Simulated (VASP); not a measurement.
# Pt (Fm-3m) in VASP: density of states with PBE

Aim: the density of states of Pt with PBE.

Everything below comes from runs of VASP 6.6.1. Logs are shortened: lines on timing, memory, paths and dates and some standing lists are left out, and cuts for length are marked.

## Step 1: The cell of the first run

It takes space group Fm-3m (No. 225, cubic). The conventional cell has a = 3.922 Å, b = 3.922 Å, c = 3.922 Å, α = 90.00°, β = 90.00°, γ = 90.00°. Within 3.7 Å of Pt (site symmetry m-3m) lie 12 Pt at 2.77 Å.

## Step 2: Density of states, PBE

Contents of POSCAR:

```
Pt
1.0
    0.0000000000      1.9609000000      1.9609000000
    1.9609000000      0.0000000000      1.9609000000
    1.9609000000      1.9609000000      0.0000000000
Pt
1
Direct
    0.0000000000      0.0000000000      0.0000000000
```

Contents of INCAR.step1:

```
SYSTEM = Pt
PREC = Accurate ; ENCUT = 520
EDIFF = 1E-6 ; ISMEAR = 0
SIGMA = 0.05 ; LREAL = .FALSE.
LASPH = .TRUE. ; NELM = 80
ALGO = Normal ; ISIF = 2
LWAVE = .FALSE. ; LCHARG = .TRUE.
LMAXMIX = 4 ; GGA = PE
NBANDS = 11
```

Contents of KPOINTS.step1:

```
Automatic mesh
0
G
  14 14 14
  0 0 0
```

Contents of INCAR.step2:

```
SYSTEM = Pt
PREC = Accurate ; ENCUT = 520
EDIFF = 1E-6 ; ISMEAR = -5
SIGMA = 0.05 ; LREAL = .FALSE.
LASPH = .TRUE. ; NELM = 80
ALGO = Normal ; ISIF = 2
LWAVE = .FALSE. ; LCHARG = .FALSE.
LMAXMIX = 4 ; GGA = PE
LORBIT = 11 ; NEDOS = 1001
ICHARG = 11
```

Contents of KPOINTS.step2:

```
Automatic mesh
0
G
  21 21 21
  0 0 0
```

Potentials or basis: VASP PAW PBE potentials, release 64 (Pt).

Started as:

```sh
cat potpaw_PBE.64/Pt/POTCAR > POTCAR
cp INCAR.step1 INCAR
cp KPOINTS.step1 KPOINTS
mpirun -np 1 vasp_std > vasp.out
cp INCAR.step2 INCAR
cp KPOINTS.step2 KPOINTS
mpirun -np 1 vasp_std > vasp.out
```

OUTCAR:

```text
SYSTEM = Pt
   PREC = Accurate
   ENCUT = 520
   EDIFF = 1E-6
   ISMEAR = -5
   LREAL = .FALSE.
   LASPH = .TRUE.
   NELM = 80
   ISIF = 2
   GGA = PE
   LORBIT = 11
   ICHARG = 11

 ion  position               nearest neighbor table
   1  0.000  0.000  0.000-

  LATTYP: Found a face centered cubic cell.
 ALAT       =     3.9218000000

  Lattice vectors:

 A1 = (   0.0000000000,   1.9609000000,   1.9609000000)
 A2 = (   1.9609000000,   0.0000000000,   1.9609000000)
 A3 = (   1.9609000000,   1.9609000000,   0.0000000000)

Analysis of symmetry for initial positions (statically):
=====================================================================
 Subroutine PRICEL returns:
 Original cell was already a primitive cell.

 Routine SETGRP: Setting up the symmetry group for a
 face centered cubic supercell.

 Subroutine GETGRP returns: Found 48 space group operations
 (whereof 48 operations were pure point group operations)
 out of a pool of 48 trial point group operations.

The static configuration has the point symmetry O_h .

Analysis of symmetry for dynamics (positions and initial velocities):
=====================================================================
 Subroutine PRICEL returns:
 Original cell was already a primitive cell.

 Routine SETGRP: Setting up the symmetry group for a
 face centered cubic supercell.

 Subroutine GETGRP returns: Found 48 space group operations
 (whereof 48 operations were pure point group operations)
 out of a pool of 48 trial point group operations.

The dynamic configuration has the point symmetry O_h .

 Subroutine INISYM returns: Found 48 space group operations
 (whereof 48 operations are pure point group operations),
 and found     1 'primitive' translations

----------------------------------------------------------------------------------------

                                     Primitive cell

  volume of cell :      15.0798

  direct lattice vectors                    reciprocal lattice vectors
     0.000000000  1.960900000  1.960900000    -0.254984956  0.254984956  0.254984956
     1.960900000  0.000000000  1.960900000     0.254984956 -0.254984956  0.254984956
     1.960900000  1.960900000  0.000000000     0.254984956  0.254984956 -0.254984956

  length of vectors
     2.773131374  2.773131374  2.773131374     0.441646899  0.441646899  0.441646899

  position of ions in fractional coordinates (direct lattice)
     0.000000000  0.000000000  0.000000000

  ion indices of the primitive-cell ions
   primitive index   ion index
                 1           1

----------------------------------------------------------------------------------------

 KPOINTS: Automatic mesh

Automatic generation of k-mesh.
 Grid dimensions read from file:
 generate k-points for:   21   21   21

 Generating k-lattice:

  Cartesian coordinates                     Fractional coordinates (reciprocal lattice)
    -0.012142141  0.012142141  0.012142141     0.047619048  0.000000000  0.000000000
     0.012142141 -0.012142141  0.012142141     0.000000000  0.047619048  0.000000000
     0.012142141  0.012142141 -0.012142141     0.000000000  0.000000000  0.047619048

  Length of vectors
     0.021030805  0.021030805  0.021030805

  Shift w.r.t. Gamma in fractional coordinates (k-lattice)
     0.000000000  0.000000000  0.000000000

 TETIRR: Found   1276 inequivalent tetrahedra from    55566

 Subroutine IBZKPT returns following result:
 ===========================================

 Found    286 irreducible k-points:

 Following reciprocal coordinates:
            Coordinates               Weight
  0.000000  0.000000  0.000000      1.000000
  0.047619  0.000000  0.000000      8.000000
  0.095238  0.000000  0.000000      8.000000
  0.142857  0.000000  0.000000      8.000000
  0.190476  0.000000  0.000000      8.000000
  0.238095  0.000000  0.000000      8.000000
[... 16 lines left out ...]
 -0.428571  0.047619  0.000000     24.000000
 -0.380952  0.047619  0.000000     24.000000
 [... further k-points ...]
   k-points           NKPTS =    286   k-points in BZ     NKDIM =    286   number of bands    NBANDS=      9
   number of dos      NEDOS =   1001   number of ions     NIONS =      1
   total plane-waves  NPLWV =  13824
   dimension x,y,z NGX =    24 NGY =   24 NGZ =   24
   dimension x,y,z NGXF=    48 NGYF=   48 NGZF=   48
   ions per type =               1
   NGX,Y,Z   is equivalent  to a cutoff of  14.39, 14.39, 14.39 a.u.
   NGXF,Y,Z  is equivalent  to a cutoff of  28.78, 28.78, 28.78 a.u.
 SYSTEM =  Pt
   PREC   = accura    normal or accurate (medium, high low for compatibility)
   ISTART =      0    job   : 0-new  1-cont  2-samecut
   ICHARG =     11    charge: 1-file 2-atom 10-const
   ISPIN  =      1    spin polarized calculation?
   LNONCOLLINEAR =      F non collinear calculations
   LSORBIT =      F    spin-orbit coupling
   LASPH  =      T    aspherical Exc in radial PAW
   ENCUT  =  520.0 eV  38.22 Ry    6.18 a.u.   5.16  5.16  5.16*2*pi/ulx,y,z
   NELM   =     80;   NELMIN=  2; NELMDL=  0     # of ELM steps
   EDIFF  = 0.1E-05   stopping-criterion for ELM
   LREAL  =      F    real-space projection
   EDIFFG = 0.1E-04   stopping-criterion for IOM
   NSW    =      0    number of steps for IOM
   IBRION =     -1    ionic relax: 0-MD 1-quasi-New 2-CG
   NFREE  =      0    steps in history (QN), initial steepest desc. (CG)
   ISIF   =      2    stress and relaxation
   ISYM   =      2    0-nonsym 1-usesym 2-fastsym
   POTIM  = 0.5000    time-step for ionic-motion
   TEBEG  =    0.0;   TEEND  =   0.0 temperature during run
   PSTRESS=    0.0 pullay stress
   NELECT =      10.0000    total number of electrons
   NUPDOWN=      -1.0000    fix difference up-down
   EMIN   =  10.00;   EMAX   =-10.00  energy-range for DOS
   EFERMI =   0.00;   METHOD = LEGACY
   ISMEAR =    -5;   SIGMA  =   0.05  broadening in eV -4-tet -1-fermi 0-gaus
   EFERMI_NEDOS =   21; number of points for ismear=-14 and -15
   IALGO  =     38    algorithm
   IMIX   =      4    mixing-type and parameters
     AMIX     =   0.40;   BMIX     =  1.00
     AMIX_MAG =   1.60;   BMIX_MAG =  1.00
  volume/ion in A,a.u.               =      15.08       101.76
  Fermi-wavevector in a.u.,A,eV,Ry     =   1.427609  2.697791 27.729605  2.038068
  Thomas-Fermi vector in A             =   2.547760
   LORBIT       =     11    0 simple, 1 ext, 2 COOP (PROOUT), +10 PAW based schemes
   GGA     = PE    functional components
   LHFCALC =     F    Hartree Fock is set to
   AEXX    =    0.0000 exact exchange contribution
   IVDW    =     0    specifies the selected vdW correction
   LEPSILON=     F    determine dielectric tensor
   LRPA    =     F    only Hartree local field effects (RPA)
 non-spin polarized calculation
 Fermi weights with tetrahedron method with Bloechl corrections
  energy-cutoff  :      520.00
  volume of cell :       15.08
 maximum number of plane-waves:       419
 NGX is ok and might be reduce to    24

 number of electron      10.0000000 magnetization

 Free energy of the ion-electron system (eV)
  ---------------------------------------------------
  ext. energy  EPLUGINS =         0.00000000
  ---------------------------------------------------
  free energy    TOTEN  =        -6.08286897 eV

  energy without entropy =       -6.08286897  energy(sigma->0) =       -6.08286897

 E-fermi :  11.2493     XC(G=0): -13.4911

 val. band max:       11.4040220639   @ k =   0.4286   0.4286   0.0000
 cond. band min:      11.1155035172   @ k =   0.4286   0.0000   0.0000
 fundamental gap:     -0.2885185467
 Fermi energy:        11.2492600634

 k-point     1 :       0.0000    0.0000    0.0000
  band No.  band energies     occupation
      1       1.0491      2.00000
      2       7.4764      2.00000
      3       7.4764      2.00000
      4       7.4764      2.00000
      5       9.6336      2.00000
      6       9.6336      2.00000
      7      25.9048      0.00000
      8      30.8745      0.00000
      9      30.8745      0.00000

 k-point     2 :       0.0476    0.0000    0.0000
  band No.  band energies     occupation
      1       1.1408      2.00000
      2       7.4347      2.00000
      3       7.5133      2.00000
      4       7.5133      2.00000
      5       9.6124      2.00000
      6       9.6124      2.00000
      7      26.0489      0.00000
      8      30.3672      0.00000
      9      31.0157      0.00000

 k-point     3 :       0.0952    0.0000    0.0000
  band No.  band energies     occupation
      1       1.4099      2.00000
      2       7.3229      2.00000
      3       7.6140      2.00000
      4       7.6140      2.00000
      5       9.5619      2.00000
      6       9.5619      2.00000
      7      26.4526      0.00000
      8      29.2370      0.00000
      9      31.4297      0.00000

 k-point     4 :       0.1429    0.0000    0.0000
  band No.  band energies     occupation
      1       1.8364      2.00000
      2       7.1795      2.00000
      3       7.7449      2.00000
      4       7.7449      2.00000
      5       9.5231      2.00000
      6       9.5231      2.00000
      7      27.0180      0.00000
      8      27.9039      0.00000
      9      32.0872      0.00000
[... 205 lines left out ...]
 k-point    22 :      -0.4762    0.0476    0.0000
  band No.  band energies     occupation
      1       4.0133      2.00000
      2       7.3538      2.00000
      3       7.4709      2.00000
      4      10.1427      2.00000
      5      11.2747      0.28257
      6      12.0243      0.00000
      7      17.1000      0.00000
      8      25.6095      0.00000
      9      30.1981      0.00000

 k-point    23 :      -0.4286    0.0476    0.0000
  band No.  band energies     occupation
      1       4.0146      2.00000
      2       7.3960      2.00000
      3       7.4953      2.00000
      4       9.7892      2.00000
      5      11.0782      2.24442
      6      11.7736     -0.07517
      7      17.8527      0.00000
      8      25.7419      0.00000
      9      30.0177      0.00000

 k-point    24 :      -0.3810    0.0476    0.0000
  band No.  band energies     occupation
      1       3.9978      2.00000
      2       7.4829      2.00000
      3       7.5667      2.00000
      4       8.9956      2.00000
      5      10.7474      2.00000
      6      11.3730      0.44786
      7      19.3054      0.00000
      8      26.0706      0.00000
      9      30.4534      0.00000

 [... further k-points ...]
[... 5 lines left out ...]
  --------------------------------------------------------------------------------------
  -------------------------------------------------------------------------------------
  Total        0.8916704      0.8916704      0.8916704      0.0000000      0.0000000     -0.0000000
  in kB       94.7367702     94.7367702     94.7367702      0.0000000      0.0000000     -0.0000000
  external PRESSURE =      94.7367702 kB  Pullay stress =       0.0000000 kB

 VOLUME and BASIS-vectors are now :
 -----------------------------------------------------------------------------
  energy-cutoff  :      520.00
  volume of cell :       15.08
      direct lattice vectors                 reciprocal lattice vectors
     0.000000000  1.960900000  1.960900000    -0.254984956  0.254984956  0.254984956
     1.960900000  0.000000000  1.960900000     0.254984956 -0.254984956  0.254984956
     1.960900000  1.960900000  0.000000000     0.254984956  0.254984956 -0.254984956

 POSITION                                       TOTAL-FORCE (eV/Angst)
 -----------------------------------------------------------------------------------
      0.00000      0.00000      0.00000         0.000000      0.000000      0.000000
 -----------------------------------------------------------------------------------
    total drift:                                0.000000     -0.000000     -0.000000

  FREE ENERGIE OF THE ION-ELECTRON SYSTEM (eV)
  ---------------------------------------------------
  free  energy   TOTEN  =        -6.0828689663 eV

  energy  without entropy=       -6.0828689663  energy(sigma->0) =       -6.08286897

 total charge

# of ion       s       p       d       tot
------------------------------------------
    1        0.639   0.613   8.046   9.299
```

Wall time 21 s (1 thread of Intel Xeon Platinum 8559C (Emerald Rapids), shared host); peak memory 0.16 GiB.

What came out:

| Property | Result |
| --- | --- |
| Valence electrons inside the program's atomic spheres | Pt 9.30 |

Levels at points of the mesh, in eV from the Fermi level:
```csv
k point,band 2,band 3,band 4,band 5,band 6,band 7,band 8,band 9
"(0.00, 0.00, 0.00)",-3.77,-3.77,-3.77,-1.62,-1.62,14.66,19.63,19.63
```

Caveat: spin-orbit coupling is left out, which moves the levels of the heavy elements; tetrahedron occupations give inexact forces and stress in metals.
